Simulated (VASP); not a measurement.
Write the native input for VASP 6.6.1 that does the following.

```yaml
Task: single point
Functional: PBE
Potentials_or_basis: VASP PAW PBE potentials, release 64 (Nb_sv, Sn_d)
Cutoff: 520 eV
k_mesh: 16 × 16 × 16
Occupations: fermi-dirac, width 0.03 eV
Spin: no spin polarisation
Dipole_correction: no
Further_INCAR_settings: ALGO = Normal; EDIFF = 1e-06; NBANDS = 20
```

The structure of NbSn (L11 type) lies in POSCAR:

```
NbSn
1.0
    1.5725394942     -0.9079061003      4.7581416149
    0.0000000000      1.8158122006      4.7581416149
   -1.5725394942     -0.9079061003      4.7581416149
Nb Sn
1 1
Direct
    0.0000000000      0.0000000000      0.0000000000
    0.5000000000      0.5000000000      0.5000000000
```

The input as run:

INCAR

```
ALGO = Normal
EDIFF = 1E-6
ENCUT = 520
GGA = PE
ISIF = 2
ISMEAR = -1
LASPH = T
LCHARG = F
LREAL = F
LWAVE = F
NBANDS = 20
NELM = 100
PREC = Accurate
SIGMA = 0.03
```

KPOINTS

```
k-points
0
Gamma
  16 16 16
```

Potentials or basis: VASP PAW PBE potentials, release 64 (Nb_sv, Sn_d).

Command:

```sh
$ cat potpaw_PBE.64/Nb_sv/POTCAR potpaw_PBE.64/Sn_d/POTCAR > POTCAR
$ mpirun -np 1 vasp_std > vasp.out
```

It gave:

```
Pressure               : -0.2 GPa
Band gap on the k mesh : zero (an odd number of electrons rules out a gap without spin polarisation)
```

Caveat: spin-orbit coupling is left out, which moves the levels of the heavy elements.

Wall time 8.8 min on 1 thread of Intel(R) Xeon(R) Platinum 8488C (Sapphire Rapids) (shared host), peak memory 0.5 GiB.
